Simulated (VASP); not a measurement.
# AlH3 (R-3c) in VASP: single point with r2SCAN

Aim: the single point of AlH3 with r2SCAN.

All numbers are computed with VASP 6.6.1; they aren't measurements. Logs are shortened: lines on timing, memory, paths and dates and some standing lists are left out, and cuts for length are marked.

## (1) The cell of the first run

Symmetry: R-3c, No. 167, trigonal system. Conventional cell: a = 4.242 Å, b = 4.242 Å, c = 11.283 Å, α = 90.00°, β = 90.00°, γ = 120.00°. Within 2.2 Å of Al (site symmetry -3) lie 6 H at 1.64 Å. H (site symmetry 2) has 2 Al at 1.64 Å within 2.2 Å.

## (2) Single point, r2SCAN

File POSCAR:

```
AlH3
1.0
    4.2417890000      0.0000000000      0.0000000000
   -2.1208940000      3.6734970000      0.0000000000
   -2.1208940000      1.2244990000      3.7611130000
Al H
2 6
Direct
    0.0000000000      0.0000000000      0.0000000000
    0.5000000000      0.5000000000      0.5000000000
    0.8800000000      0.7500000000      0.7500000000
    0.2500000000      0.3800000000      0.7500000000
    0.6200000000      0.1200000000      0.7500000000
    0.1200000000      0.2500000000      0.2500000000
    0.7500000000      0.6200000000      0.2500000000
    0.3800000000      0.8800000000      0.2500000000
```

File INCAR.step1:

```
ALGO = Normal
EDIFF = 1E-4
ENCUT = 520
GGA = PE
ISMEAR = 0
LASPH = True
LCHARG = False
LREAL = False
LWAVE = True
NBANDS = 16
NELM = 100
PREC = Accurate
SIGMA = 0.0184
```

File INCAR.step2:

```
ALGO = Normal
EDIFF = 1E-7
ENCUT = 520
ISIF = 2
ISMEAR = 0
ISTART = 1
LASPH = True
LCHARG = False
LMIXTAU = True
LREAL = False
LWAVE = False
METAGGA = R2SCAN
NBANDS = 16
NELM = 100
PREC = Accurate
SIGMA = 0.0184
```

File KPOINTS:

```
k-points
0
Gamma
  8 8 8
```

Potentials or basis: VASP PAW PBE potentials, release 64 (Al, H).

On the command line:

```console
cat potpaw_PBE.64/Al/POTCAR potpaw_PBE.64/H/POTCAR > POTCAR
cp INCAR.step1 INCAR
mpirun -np 1 vasp_std > vasp.out
cp INCAR.step2 INCAR
mpirun -np 1 vasp_std > vasp.out
```

OUTCAR:

```text
EDIFF = 1E-7
   ENCUT = 520
   ISIF = 2
   ISMEAR = 0
   ISTART = 1
   LASPH = True
   LREAL = False
   METAGGA = R2SCAN
   NELM = 100
   PREC = Accurate

 ion  position               nearest neighbor table
   1  0.000  0.000  0.000-   3 1.64   6 1.64   4 1.64   7 1.64   5 1.64   8 1.64   2 3.09   2 3.09
                             2 3.09   2 3.09   2 3.09   2 3.09
   2  0.500  0.500  0.500-   4 1.64   7 1.64   5 1.64   8 1.64   3 1.64   6 1.64   1 3.09   1 3.09
                             1 3.09   1 3.09   1 3.09   1 3.09
   3  0.880  0.750  0.750-   1 1.64   2 1.64
   4  0.250  0.380  0.750-   2 1.64   1 1.64
   5  0.620  0.120  0.750-   2 1.64   1 1.64
   6  0.120  0.250  0.250-   1 1.64   2 1.64
   7  0.750  0.620  0.250-   2 1.64   1 1.64
   8  0.380  0.880  0.250-   2 1.64   1 1.64

  LATTYP: Found a trigonal (rhomboedric) cell.
 ALAT       =     4.4881579966
 COS(alpha) =     0.5533864704

  Lattice vectors:

 A1 = (   0.0000000000,  -2.4489980000,   3.7611130000)
 A2 = (   2.1208950000,   1.2244990000,   3.7611130000)
 A3 = (  -2.1208940000,   1.2244990000,   3.7611130000)

Analysis of symmetry for initial positions (statically):
=====================================================================
 Subroutine PRICEL returns:
 Original cell was already a primitive cell.

 Routine SETGRP: Setting up the symmetry group for a
 trigonal (rhombohedral) supercell.

 Subroutine GETGRP returns: Found 12 space group operations
 (whereof  6 operations were pure point group operations)
 out of a pool of 12 trial point group operations.

The static configuration has the point symmetry S_6 .
 The point group associated with its full space group is D_3d.

Analysis of symmetry for dynamics (positions and initial velocities):
=====================================================================
 Subroutine PRICEL returns:
 Original cell was already a primitive cell.

 Routine SETGRP: Setting up the symmetry group for a
 trigonal (rhombohedral) supercell.

 Subroutine GETGRP returns: Found 12 space group operations
 (whereof  6 operations were pure point group operations)
 out of a pool of 12 trial point group operations.

The dynamic configuration has the point symmetry S_6 .
 The point group associated with its full space group is D_3d.

 Subroutine INISYM returns: Found 12 space group operations
 (whereof  6 operations are pure point group operations),
 and found     1 'primitive' translations

----------------------------------------------------------------------------------------

                                     Primitive cell

  volume of cell :      58.6064

  direct lattice vectors                    reciprocal lattice vectors
     4.241789000  0.000000000  0.000000000     0.235749586  0.136110056  0.088626227
    -2.120894000  3.673497000  0.000000000     0.000000000  0.272220176 -0.088626248
    -2.120894000  1.224499000  3.761113000     0.000000000  0.000000000  0.265878744

  length of vectors
     4.241789000  4.241788723  4.488157769     0.286283815  0.286283838  0.265878744

  position of ions in fractional coordinates (direct lattice)
     0.000000000  0.000000000  0.000000000
     0.500000000  0.500000000  0.500000000
     0.880000000  0.750000000  0.750000000
     0.250000000  0.380000000  0.750000000
     0.620000000  0.120000000  0.750000000
     0.120000000  0.250000000  0.250000000
     0.750000000  0.620000000  0.250000000
     0.380000000  0.880000000  0.250000000

  ion indices of the primitive-cell ions
   primitive index   ion index
                 1           1
                 2           2
                 3           3
                 4           4
                 5           5
                 6           6
                 7           7
                 8           8

----------------------------------------------------------------------------------------

 KPOINTS: k-points

Automatic generation of k-mesh.
 Grid dimensions read from file:
 generate k-points for:    8    8    8

 Generating k-lattice:

  Cartesian coordinates                     Fractional coordinates (reciprocal lattice)
     0.029468698  0.017013757  0.011078278     0.125000000  0.000000000  0.000000000
     0.000000000  0.034027522 -0.011078281     0.000000000  0.125000000  0.000000000
     0.000000000  0.000000000  0.033234843     0.000000000  0.000000000  0.125000000

  Length of vectors
     0.035785477  0.035785480  0.033234843

  Shift w.r.t. Gamma in fractional coordinates (k-lattice)
     0.000000000  0.000000000  0.000000000

 Subroutine IBZKPT returns following result:
 ===========================================

 Found     65 irreducible k-points:

 Following reciprocal coordinates:
            Coordinates               Weight
  0.000000  0.000000  0.000000      1.000000
  0.125000  0.000000  0.000000      6.000000
  0.250000  0.000000  0.000000      6.000000
  0.375000  0.000000  0.000000      6.000000
  0.500000  0.000000  0.000000      3.000000
  0.125000  0.125000  0.000000      6.000000
[... 16 lines left out ...]
  0.125000  0.000000  0.125000      6.000000
  0.250000  0.000000  0.125000      6.000000
 [... further k-points ...]
   k-points           NKPTS =     65   k-points in BZ     NKDIM =     65   number of bands    NBANDS=     16
   number of dos      NEDOS =    301   number of ions     NIONS =      8
   total plane-waves  NPLWV =  36864
   dimension x,y,z NGX =    32 NGY =   32 NGZ =   36
   dimension x,y,z NGXF=    64 NGYF=   64 NGZF=   72
   ions per type =               2   6
   NGX,Y,Z   is equivalent  to a cutoff of  12.54, 12.54, 13.33 a.u.
   NGXF,Y,Z  is equivalent  to a cutoff of  25.08, 25.08, 26.67 a.u.
 SYSTEM =  unknown system
   PREC   = accura    normal or accurate (medium, high low for compatibility)
   ISTART =      1    job   : 0-new  1-cont  2-samecut
   ICHARG =      0    charge: 1-file 2-atom 10-const
   ISPIN  =      1    spin polarized calculation?
   LNONCOLLINEAR =      F non collinear calculations
   LSORBIT =      F    spin-orbit coupling
   LASPH  =      T    aspherical Exc in radial PAW
   ENCUT  =  520.0 eV  38.22 Ry    6.18 a.u.   7.89  7.89  8.34*2*pi/ulx,y,z
   NELM   =    100;   NELMIN=  2; NELMDL=  0     # of ELM steps
   EDIFF  = 0.1E-06   stopping-criterion for ELM
   LREAL  =      F    real-space projection
   EDIFFG = 0.1E-05   stopping-criterion for IOM
   NSW    =      0    number of steps for IOM
   IBRION =     -1    ionic relax: 0-MD 1-quasi-New 2-CG
   NFREE  =      0    steps in history (QN), initial steepest desc. (CG)
   ISIF   =      2    stress and relaxation
   ISYM   =      2    0-nonsym 1-usesym 2-fastsym
   POTIM  = 0.5000    time-step for ionic-motion
   TEBEG  =    0.0;   TEEND  =   0.0 temperature during run
   PSTRESS=    0.0 pullay stress
   NELECT =      12.0000    total number of electrons
   NUPDOWN=      -1.0000    fix difference up-down
   EMIN   =  10.00;   EMAX   =-10.00  energy-range for DOS
   EFERMI =   0.00;   METHOD = LEGACY
   ISMEAR =     0;   SIGMA  =   0.02  broadening in eV -4-tet -1-fermi 0-gaus
   EFERMI_NEDOS =   21; number of points for ismear=-14 and -15
   IALGO  =     38    algorithm
   IMIX   =      4    mixing-type and parameters
     AMIX     =   0.40;   BMIX     =  1.00
     AMIX_MAG =   1.60;   BMIX_MAG =  1.00
  volume/ion in A,a.u.               =       7.33        49.44
  Fermi-wavevector in a.u.,A,eV,Ry     =   0.964910  1.823416 12.667726  0.931052
  Thomas-Fermi vector in A             =   2.094582
   LORBIT       =      0    0 simple, 1 ext, 2 COOP (PROOUT), +10 PAW based schemes
   METAGGA = R2SCAN    functional components
   LHFCALC =     F    Hartree Fock is set to
   AEXX    =    0.0000 exact exchange contribution
   IVDW    =     0    specifies the selected vdW correction
   LEPSILON=     F    determine dielectric tensor
   LRPA    =     F    only Hartree local field effects (RPA)
 non-spin polarized calculation
 Gauss-broadening in eV      SIGMA  =   0.02
  energy-cutoff  :      520.00
  volume of cell :       58.61
 maximum number of plane-waves:      1593
   NGX = 15   NGY = 15   NGZ = 17

 number of electron      12.0000000 magnetization

 Free energy of the ion-electron system (eV)
  ---------------------------------------------------
  ext. energy  EPLUGINS =         0.00000000
  ---------------------------------------------------
  free energy    TOTEN  =       -34.52654837 eV

  energy without entropy =      -34.52654837  energy(sigma->0) =      -34.52654837

 E-fermi :   1.5281     XC(G=0):  -9.6092

 val. band max:        1.4159682963   @ k =   0.2500  -0.3750   0.1250
 cond. band min:       5.4356442015   @ k =   0.0000   0.0000   0.0000
 fundamental gap:      4.0196759052
 Fermi energy:         1.5280881898

 k-point     1 :       0.0000    0.0000    0.0000
  band No.  band energies     occupation
      1      -8.2095      2.00000
      2      -1.1494      2.00000
      3      -0.3593      2.00000
      4      -0.3593      2.00000
      5       1.2875      2.00000
      6       1.2875      2.00000
[... 8 lines left out ...]
     15      14.8629      0.00000
     16      21.4257      0.00000

 k-point     2 :       0.1250    0.0000    0.0000
  band No.  band energies     occupation
      1      -8.0331      2.00000
      2      -1.2518      2.00000
      3      -0.8653      2.00000
      4      -0.4158      2.00000
      5       1.0914      2.00000
      6       1.2025      2.00000
[... 8 lines left out ...]
     15      15.5052      0.00000
     16      19.3973      0.00000
[... 387 lines left out ...]
      5       0.6479      2.00000
      6       1.2940      2.00000
[... 8 lines left out ...]
     15      16.0140      0.00000
     16      16.9008      0.00000

 k-point    24 :       0.2500    0.0000    0.1250
  band No.  band energies     occupation
      1      -7.1554      2.00000
      2      -3.0217      2.00000
      3      -1.6920      2.00000
      4      -0.0067      2.00000
      5      -0.0056      2.00000
      6       1.2329      2.00000
[... 8 lines left out ...]
     15      15.9280      0.00000
     16      17.7011      0.00000

 [... further k-points ...]

------------------------ aborting loop because EDIFF is reached ----------------------------------------

  FORCE on cell =-STRESS in cart. coord.  units (eV):
  Direction    XX          YY          ZZ          XY          YZ          ZX
  --------------------------------------------------------------------------------------
  -------------------------------------------------------------------------------------
  Total        4.1623545      4.1623544      4.2843117      0.0000006      0.0000000      0.0000004
  in kB      113.7901094    113.7901075    117.1241661      0.0000155      0.0000000      0.0000104
  external PRESSURE =     114.9014610 kB  Pullay stress =       0.0000000 kB

 VOLUME and BASIS-vectors are now :
 -----------------------------------------------------------------------------
  energy-cutoff  :      520.00
  volume of cell :       58.61
      direct lattice vectors                 reciprocal lattice vectors
     4.241789000  0.000000000  0.000000000     0.235749586  0.136110056  0.088626227
    -2.120894000  3.673497000  0.000000000     0.000000000  0.272220176 -0.088626248
    -2.120894000  1.224499000  3.761113000     0.000000000  0.000000000  0.265878744

 POSITION                                       TOTAL-FORCE (eV/Angst)
 -----------------------------------------------------------------------------------
      0.00000      0.00000      0.00000         0.000000     -0.000000      0.000000
      0.00000      2.44900      1.88056         0.000000     -0.000000      0.000000
      0.55143      3.67350      2.82083         0.319209     -0.000000     -0.000000
     -1.33616      2.31430      2.82083        -0.159604      0.276443      0.000000
      0.78473      1.35919      2.82083        -0.159604     -0.276443      0.000000
     -0.55143      1.22450      0.94028        -0.319209     -0.000000     -0.000000
      1.33616      2.58369      0.94028         0.159604     -0.276443      0.000000
     -0.78473      3.53880      0.94028         0.159604      0.276443      0.000000
 -----------------------------------------------------------------------------------
    total drift:                                0.000000      0.000000      0.000000

  FREE ENERGIE OF THE ION-ELECTRON SYSTEM (eV)
  ---------------------------------------------------
  free  energy   TOTEN  =       -34.5265483739 eV

  energy  without entropy=      -34.5265483739  energy(sigma->0) =      -34.52654837
```

Run time: 3.6 min. Hardware: 1 thread of AMD EPYC 7R13 (Zen 3), shared host; peak memory 0.18 GiB.

Results:

| Item | Value |
| --- | --- |
| Free energy | -34.5265 eV |
| Pressure | 11.5 GPa |
| Largest force | 0.319 eV/Å |
| Band gap on the k mesh | 4.02 eV (least direct gap 4.15 eV) |

Forces on the atoms (eV/Å):
```
Al   0.000  0.000  0.000
Al   0.000  0.000  0.000
H    0.319  0.000  0.000
H   -0.160  0.276  0.000
H   -0.160 -0.276  0.000
H   -0.319  0.000  0.000
H    0.160 -0.276  0.000
H    0.160  0.276  0.000
```

Stress tensor (GPa, compression positive):
```
11.38  0.00  0.00
 0.00 11.38  0.00
 0.00  0.00 11.71
```

Caveat: the cell stands under pressure; the PAW data sets were made with another functional, which shifts forces and pressure a little. r2SCAN opens gaps a little over a GGA but as a rule still falls short of measured ones.
